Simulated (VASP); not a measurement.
Crystal: LiReS4.

```
CELL_PARAMETERS angstrom
-2.70285 2.70285 4.17295
2.70285 -2.70285 4.17295
2.70285 2.70285 -4.17295
ATOMIC_POSITIONS crystal
Li 0.50000 0.50000 0.00000
Re 0.00000 0.00000 0.00000
S 0.25926 0.25926 0.00000
S 0.74074 0.74074 0.00000
S 0.50000 0.00000 0.50000
S 0.00000 0.50000 0.50000
```

The cell was generated, and may not be a known phase.

```yaml
Program: VASP 6.6.1
Task: relaxation of cell and atoms
Functional: PBE
Potentials_or_basis: VASP PAW PBE potentials, release 64 (Li_sv, Re, S)
Cutoff: 600 eV
k_mesh: 4 × 4 × 4
Occupations: gaussian, width 0.1 eV
Spin: collinear spin
Starting_moments: "[0.0, 1.0, 0.0, 0.0, 0.0, 0.0] μB"
```

At the start: pressure -1.9 GPa; volume 20.32 Å³/atom.

Task: Where does the relaxation end?

Result: Over 16 steps the energy falls by 303.4 meV/atom and the volume is 18.48 Å³/atom (-9.1 %); space group I4/mmm (No. 139, to 0.1 Å) before and after; moment 0.00 μB per cell.

The path:
| step | energy change (eV) | largest force (eV/Å) | pressure (GPa) | volume (Å³) |
| --- | --- | --- | --- | --- |
| 1 | 0.0000 | 1.2340 | -1.86 | 121.94 |
| 2 | -1.3840 | 1.7140 | -6.96 | 116.82 |
| 3 | -1.5057 | 1.7049 | -6.56 | 114.86 |
| 4 | -1.5074 | 1.3947 | 10.80 | 100.46 |
| 5 | -1.7643 | 0.3768 | 0.78 | 107.19 |
| 6 | -1.7643 | 0.3446 | 0.96 | 107.04 |
| 7 | -1.7819 | 0.1974 | 0.81 | 108.01 |
| 8 | -1.7992 | 0.1313 | 0.64 | 110.19 |
| 9 | -1.8009 | 0.2797 | -1.53 | 112.47 |
| 10 | -1.8046 | 0.1027 | -0.57 | 111.42 |
| 11 | -1.8133 | 0.1167 | -0.49 | 111.31 |
| 12 | -1.8148 | 0.1455 | 0.19 | 110.89 |
| 13 | -1.8198 | 0.1263 | -0.22 | 111.13 |
| 14 | -1.8199 | 0.1282 | -0.19 | 111.11 |
| 15 | -1.8191 | 0.1024 | 0.83 | 110.52 |
| 16 | -1.8207 | 0.0341 | 0.23 | 110.86 |

Final structure:
```
Li Re S
1.0
    -2.37924    2.37924    4.89607
     2.37924   -2.37924    4.89607
     2.37924    2.37924   -4.89607
Li Re S
1 1 4
Direct
  0.50000 0.50000 0.00000
  0.00000 0.00000 0.00000
  0.23396 0.23396 0.00000
  0.76604 0.76604 0.00000
  0.50000 0.00000 0.50000
  0.00000 0.50000 0.50000
```

Caveat: the cutoff is under 1.25 times the usual one of these potentials, so pressure, stress and relaxed cells hold a basis-set (Pulay) error.
